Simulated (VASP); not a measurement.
# TlCl (Pm-3m) in VASP: a series of runs

The runs below take TlCl through single point, with r2SCAN.

Program: VASP 6.6.1. These are calculated values, not measurements. Logs are shortened: lines on timing, memory, paths and dates and some standing lists are left out, and cuts for length are marked.

### 1 The cell of the first run

It takes space group Pm-3m (No. 221, cubic). The conventional cell has a = 3.877 Å, b = 3.877 Å, c = 3.877 Å, α = 90.00°, β = 90.00°, γ = 90.00°. Within 4.4 Å of Tl (site symmetry m-3m) lie 8 Cl at 3.36 Å and 6 Tl at 3.88 Å. Cl (site symmetry m-3m) has 8 Tl at 3.36 Å and 6 Cl at 3.88 Å within 4.4 Å.

### 2 Single point, r2SCAN (volume changed by +3%)

Contents of POSCAR:

```
TlCl
1.0
    3.8768362783      0.0000000000      0.0000000000
    0.0000000000      3.8768362783      0.0000000000
    0.0000000000      0.0000000000      3.8768362783
Tl Cl
1 1
Direct
    0.0000000000      0.0000000000      0.0000000000
    0.5000000000      0.5000000000      0.5000000000
```

Contents of INCAR.step1:

```
SYSTEM = TlCl
ALGO = Normal
EDIFF = 1E-5
ENCUT = 550
GGA = PE
GGA_COMPAT = .FALSE.
ISMEAR = 0
LASPH = .TRUE.
LCHARG = .FALSE.
LREAL = .FALSE.
LWAVE = .TRUE.
NBANDS = 17
NELM = 120
PREC = Accurate
SIGMA = 0.01
```

Contents of INCAR.step2:

```
SYSTEM = TlCl
ALGO = Normal
EDIFF = 1E-6
ENCUT = 550
GGA_COMPAT = .FALSE.
ISIF = 2
ISMEAR = 0
ISTART = 1
LASPH = .TRUE.
LCHARG = .FALSE.
LMIXTAU = .TRUE.
LREAL = .FALSE.
LWAVE = .FALSE.
METAGGA = R2SCAN
NBANDS = 17
NELM = 120
PREC = Accurate
SIGMA = 0.01
```

Contents of KPOINTS:

```
k-points
0
G
  6 6 6
  0 0 0
```

Potentials or basis: VASP PAW PBE potentials, release 64 (Tl_d, Cl).

On the command line:

```sh
> cat potpaw_PBE.64/Tl_d/POTCAR potpaw_PBE.64/Cl/POTCAR > POTCAR
> cp INCAR.step1 INCAR
> mpirun -np 1 vasp_std > vasp.out
> cp INCAR.step2 INCAR
> mpirun -np 1 vasp_std > vasp.out
```

OUTCAR:

```text
SYSTEM = TlCl
   EDIFF = 1E-6
   ENCUT = 550
   ISIF = 2
   ISMEAR = 0
   ISTART = 1
   LASPH = .TRUE.
   LREAL = .FALSE.
   METAGGA = R2SCAN
   NELM = 120
   PREC = Accurate

 ion  position               nearest neighbor table
   1  0.000  0.000  0.000-   2 3.36   2 3.36   2 3.36   2 3.36   2 3.36   2 3.36   2 3.36   2 3.36

   2  0.500  0.500  0.500-   1 3.36   1 3.36   1 3.36   1 3.36   1 3.36   1 3.36   1 3.36   1 3.36

  LATTYP: Found a simple cubic cell.
 ALAT       =     3.8768362783

  Lattice vectors:

 A1 = (   3.8768362783,   0.0000000000,   0.0000000000)
 A2 = (   0.0000000000,   3.8768362783,   0.0000000000)
 A3 = (   0.0000000000,   0.0000000000,   3.8768362783)

Analysis of symmetry for initial positions (statically):
=====================================================================
 Subroutine PRICEL returns:
 Original cell was already a primitive cell.

 Routine SETGRP: Setting up the symmetry group for a
 simple cubic supercell.

 Subroutine GETGRP returns: Found 48 space group operations
 (whereof 48 operations were pure point group operations)
 out of a pool of 48 trial point group operations.

The static configuration has the point symmetry O_h .

Analysis of symmetry for dynamics (positions and initial velocities):
=====================================================================
 Subroutine PRICEL returns:
 Original cell was already a primitive cell.

 Routine SETGRP: Setting up the symmetry group for a
 simple cubic supercell.

 Subroutine GETGRP returns: Found 48 space group operations
 (whereof 48 operations were pure point group operations)
 out of a pool of 48 trial point group operations.

The dynamic configuration has the point symmetry O_h .

 Subroutine INISYM returns: Found 48 space group operations
 (whereof 48 operations are pure point group operations),
 and found     1 'primitive' translations

----------------------------------------------------------------------------------------

                                     Primitive cell

  volume of cell :      58.2683

  direct lattice vectors                    reciprocal lattice vectors
     3.876836278  0.000000000  0.000000000     0.257942283  0.000000000  0.000000000
     0.000000000  3.876836278  0.000000000     0.000000000  0.257942283  0.000000000
     0.000000000  0.000000000  3.876836278     0.000000000  0.000000000  0.257942283

  length of vectors
     3.876836278  3.876836278  3.876836278     0.257942283  0.257942283  0.257942283

  position of ions in fractional coordinates (direct lattice)
     0.000000000  0.000000000  0.000000000
     0.500000000  0.500000000  0.500000000

  ion indices of the primitive-cell ions
   primitive index   ion index
                 1           1
                 2           2

----------------------------------------------------------------------------------------

 KPOINTS: k-points

Automatic generation of k-mesh.
 Grid dimensions read from file:
 generate k-points for:    6    6    6

 Generating k-lattice:

  Cartesian coordinates                     Fractional coordinates (reciprocal lattice)
     0.042990380  0.000000000  0.000000000     0.166666667  0.000000000  0.000000000
     0.000000000  0.042990380  0.000000000     0.000000000  0.166666667  0.000000000
     0.000000000  0.000000000  0.042990380     0.000000000  0.000000000  0.166666667

  Length of vectors
     0.042990380  0.042990380  0.042990380

  Shift w.r.t. Gamma in fractional coordinates (k-lattice)
     0.000000000  0.000000000  0.000000000

 Subroutine IBZKPT returns following result:
 ===========================================

 Found     20 irreducible k-points:

 Following reciprocal coordinates:
            Coordinates               Weight
  0.000000  0.000000  0.000000      1.000000
  0.166667  0.000000  0.000000      6.000000
  0.333333  0.000000  0.000000      6.000000
  0.500000  0.000000  0.000000      3.000000
  0.166667  0.166667  0.000000     12.000000
  0.333333  0.166667  0.000000     24.000000
[... 12 lines left out ...]
  0.500000  0.500000  0.333333      6.000000
  0.500000  0.500000  0.500000      1.000000
   k-points           NKPTS =     20   k-points in BZ     NKDIM =     20   number of bands    NBANDS=     17
   number of dos      NEDOS =    301   number of ions     NIONS =      2
   total plane-waves  NPLWV =  27000
   dimension x,y,z NGX =    30 NGY =   30 NGZ =   30
   dimension x,y,z NGXF=    60 NGYF=   60 NGZF=   60
   ions per type =               1   1
   NGX,Y,Z   is equivalent  to a cutoff of  12.86, 12.86, 12.86 a.u.
   NGXF,Y,Z  is equivalent  to a cutoff of  25.73, 25.73, 25.73 a.u.
 SYSTEM =  TlCl
   PREC   = accura    normal or accurate (medium, high low for compatibility)
   ISTART =      1    job   : 0-new  1-cont  2-samecut
   ICHARG =      0    charge: 1-file 2-atom 10-const
   ISPIN  =      1    spin polarized calculation?
   LNONCOLLINEAR =      F non collinear calculations
   LSORBIT =      F    spin-orbit coupling
   LASPH  =      T    aspherical Exc in radial PAW
   ENCUT  =  550.0 eV  40.42 Ry    6.36 a.u.   7.41  7.41  7.41*2*pi/ulx,y,z
   NELM   =    120;   NELMIN=  2; NELMDL=  0     # of ELM steps
   EDIFF  = 0.1E-05   stopping-criterion for ELM
   LREAL  =      F    real-space projection
   EDIFFG = 0.1E-04   stopping-criterion for IOM
   NSW    =      0    number of steps for IOM
   IBRION =     -1    ionic relax: 0-MD 1-quasi-New 2-CG
   NFREE  =      0    steps in history (QN), initial steepest desc. (CG)
   ISIF   =      2    stress and relaxation
   ISYM   =      2    0-nonsym 1-usesym 2-fastsym
   POTIM  = 0.5000    time-step for ionic-motion
   TEBEG  =    0.0;   TEEND  =   0.0 temperature during run
   PSTRESS=    0.0 pullay stress
   NELECT =      20.0000    total number of electrons
   NUPDOWN=      -1.0000    fix difference up-down
   EMIN   =  10.00;   EMAX   =-10.00  energy-range for DOS
   EFERMI =   0.00;   METHOD = LEGACY
   ISMEAR =     0;   SIGMA  =   0.01  broadening in eV -4-tet -1-fermi 0-gaus
   EFERMI_NEDOS =   21; number of points for ismear=-14 and -15
   IALGO  =     38    algorithm
   IMIX   =      4    mixing-type and parameters
     AMIX     =   0.40;   BMIX     =  1.00
     AMIX_MAG =   1.60;   BMIX_MAG =  1.00
  volume/ion in A,a.u.               =      29.13       196.61
  Fermi-wavevector in a.u.,A,eV,Ry     =   1.146236  2.166072 17.876109  1.313857
  Thomas-Fermi vector in A             =   2.282921
   LORBIT       =      0    0 simple, 1 ext, 2 COOP (PROOUT), +10 PAW based schemes
   METAGGA = R2SCAN    functional components
   LHFCALC =     F    Hartree Fock is set to
   AEXX    =    0.0000 exact exchange contribution
   IVDW    =     0    specifies the selected vdW correction
   LEPSILON=     F    determine dielectric tensor
   LRPA    =     F    only Hartree local field effects (RPA)
 non-spin polarized calculation
 Gauss-broadening in eV      SIGMA  =   0.01
  energy-cutoff  :      550.00
  volume of cell :       58.27
 maximum number of plane-waves:      1743
 NGX is ok and might be reduce to    30
   NGX = 15   NGY = 15   NGZ = 15

 number of electron      19.9999996 magnetization

 Free energy of the ion-electron system (eV)
  ---------------------------------------------------
  ext. energy  EPLUGINS =         0.00000000
  ---------------------------------------------------
  free energy    TOTEN  =       -61.54533670 eV

  energy without entropy =      -61.54533670  energy(sigma->0) =      -61.54533670

 E-fermi :   2.0980     XC(G=0):  -9.4591

 val. band max:        2.0453879962   @ k =   0.5000   0.0000   0.0000
 cond. band min:       4.6307568225   @ k =   0.5000   0.0000   0.0000
 fundamental gap:      2.5853688264
 Fermi energy:         2.0980367885

 k-point     1 :       0.0000    0.0000    0.0000
  band No.  band energies     occupation
      1     -12.1555      2.00000
      2      -8.1608      2.00000
      3      -8.1608      2.00000
      4      -7.9321      2.00000
      5      -7.9321      2.00000
      6      -7.9321      2.00000
[... 9 lines left out ...]
     16      14.9911      0.00000
     17      16.9706      0.00000

 k-point     2 :       0.1667    0.0000    0.0000
  band No.  band energies     occupation
      1     -12.1020      2.00000
      2      -8.1577      2.00000
      3      -8.1201      2.00000
      4      -7.9501      2.00000
      5      -7.9501      2.00000
      6      -7.9305      2.00000
[... 9 lines left out ...]
     16      16.3155      0.00000
     17      16.7670      0.00000

 k-point     3 :       0.3333    0.0000    0.0000
  band No.  band energies     occupation
      1     -11.9903      2.00000
      2      -8.1516      2.00000
      3      -8.0414      2.00000
      4      -7.9856      2.00000
      5      -7.9856      2.00000
      6      -7.9272      2.00000
[... 9 lines left out ...]
     16      15.0183      0.00000
     17      16.9737      0.00000

 k-point     4 :       0.5000    0.0000    0.0000
  band No.  band energies     occupation
      1     -11.9319      2.00000
      2      -8.1485      2.00000
      3      -8.0038      2.00000
      4      -8.0031      2.00000
      5      -8.0031      2.00000
      6      -7.9256      2.00000
[... 9 lines left out ...]
     16      16.5263      0.00000
     17      16.9746      0.00000

 k-point     5 :       0.1667    0.1667    0.0000
  band No.  band energies     occupation
      1     -12.0548      2.00000
      2      -8.1366      2.00000
      3      -8.0960      2.00000
      4      -7.9618      2.00000
      5      -7.9503      2.00000
      6      -7.9450      2.00000
[... 9 lines left out ...]
     16      15.0599      0.00000
     17      15.7021      0.00000

 k-point     6 :       0.3333    0.1667    0.0000
  band No.  band energies     occupation
      1     -11.9573      2.00000
      2      -8.1243      2.00000
      3      -8.0203      2.00000
      4      -7.9831      2.00000
      5      -7.9817      2.00000
      6      -7.9425      2.00000
[... 9 lines left out ...]
     16      15.3360      0.00000
     17      15.4569      0.00000

 k-point     7 :       0.5000    0.1667    0.0000
  band No.  band energies     occupation
      1     -11.9068      2.00000
      2      -8.1204      2.00000
      3      -7.9983      2.00000
      4      -7.9931      2.00000
      5      -7.9811      2.00000
      6      -7.9402      2.00000
[... 9 lines left out ...]
     16      15.7355      0.00000
     17      16.1227      0.00000

 k-point     8 :       0.3333    0.3333    0.0000
  band No.  band energies     occupation
      1     -11.8902      2.00000
      2      -8.0927      2.00000
      3      -7.9760      2.00000
      4      -7.9751      2.00000
      5      -7.9708      2.00000
      6      -7.9555      2.00000
[... 9 lines left out ...]
     16      14.5408      0.00000
     17      16.0472      0.00000
[... 123 lines left out ...]
      1     -11.8184      2.00000
      2      -8.0360      2.00000
      3      -8.0280      2.00000
      4      -7.9938      2.00000
      5      -7.9689      2.00000
      6      -7.9143      2.00000
[... 9 lines left out ...]
     16      14.3893      0.00000
     17      17.3812      0.00000

 k-point    16 :       0.5000    0.5000    0.1667
  band No.  band energies     occupation
      1     -11.7882      2.00000
      2      -8.0227      2.00000
      3      -8.0111      2.00000
      4      -8.0111      2.00000
      5      -7.9869      2.00000
      6      -7.8780      2.00000
[... 9 lines left out ...]
     16      14.5465      0.00000
     17      16.7724      0.00000

 k-point    17 :       0.3333    0.3333    0.3333
  band No.  band energies     occupation
      1     -11.7792      2.00000
      2      -8.0446      2.00000
      3      -8.0446      2.00000
      4      -7.9805      2.00000
      5      -7.9494      2.00000
      6      -7.9494      2.00000
[... 9 lines left out ...]
     16      14.1868      0.00000
     17      18.7434      0.00000

 k-point    18 :       0.5000    0.3333    0.3333
  band No.  band energies     occupation
      1     -11.7407      2.00000
      2      -8.0679      2.00000
      3      -8.0413      2.00000
      4      -8.0093      2.00000
      5      -7.9479      2.00000
      6      -7.9024      2.00000
[... 9 lines left out ...]
     16      14.9161      0.00000
     17      19.4193      0.00000

 k-point    19 :       0.5000    0.5000    0.3333
  band No.  band energies     occupation
      1     -11.7005      2.00000
      2      -8.0643      2.00000
      3      -8.0643      2.00000
      4      -8.0543      2.00000
      5      -7.9245      2.00000
      6      -7.8762      2.00000
[... 9 lines left out ...]
     16      15.2371      0.00000
     17      19.6774      0.00000

 k-point    20 :       0.5000    0.5000    0.5000
  band No.  band energies     occupation
      1     -11.6546      2.00000
      2      -8.0903      2.00000
      3      -8.0903      2.00000
      4      -8.0903      2.00000
      5      -7.8754      2.00000
      6      -7.8754      2.00000
[... 9 lines left out ...]
     16      15.5882      0.00000
     17      19.8091      0.00000

------------------------ aborting loop because EDIFF is reached ----------------------------------------

  FORCE on cell =-STRESS in cart. coord.  units (eV):
  Direction    XX          YY          ZZ          XY          YZ          ZX
  --------------------------------------------------------------------------------------
  -------------------------------------------------------------------------------------
  Total       -0.3018408     -0.3018408     -0.3018408      0.0000000      0.0000000      0.0000000
  in kB       -8.2995818     -8.2995818     -8.2995818      0.0000000      0.0000000      0.0000000
  external PRESSURE =      -8.2995818 kB  Pullay stress =       0.0000000 kB

 VOLUME and BASIS-vectors are now :
 -----------------------------------------------------------------------------
  energy-cutoff  :      550.00
  volume of cell :       58.27
      direct lattice vectors                 reciprocal lattice vectors
     3.876836278  0.000000000  0.000000000     0.257942283  0.000000000  0.000000000
     0.000000000  3.876836278  0.000000000     0.000000000  0.257942283  0.000000000
     0.000000000  0.000000000  3.876836278     0.000000000  0.000000000  0.257942283

 POSITION                                       TOTAL-FORCE (eV/Angst)
 -----------------------------------------------------------------------------------
      0.00000      0.00000      0.00000         0.000000      0.000000      0.000000
      1.93842      1.93842      1.93842         0.000000      0.000000      0.000000
 -----------------------------------------------------------------------------------
    total drift:                                0.000000      0.000000     -0.000000

  FREE ENERGIE OF THE ION-ELECTRON SYSTEM (eV)
  ---------------------------------------------------
  free  energy   TOTEN  =       -61.5453366998 eV

  energy  without entropy=      -61.5453366998  energy(sigma->0) =      -61.54533670
```

Run time: 2.3 min. Hardware: 1 thread of Intel Xeon 8259CL, shared host; peak memory 0.18 GiB.

Results:

| Item | Value |
| --- | --- |
| Free energy | -61.5453 eV |
| Pressure | -0.8 GPa |
| Band gap on the k mesh | 2.59 eV, direct |

Caveat: the PAW data sets were made with another functional, which shifts forces and pressure a little; spin-orbit coupling is left out, which moves the levels of the heavy elements. A k mesh can miss the band edges.

(Continued in part 2 of 2.)
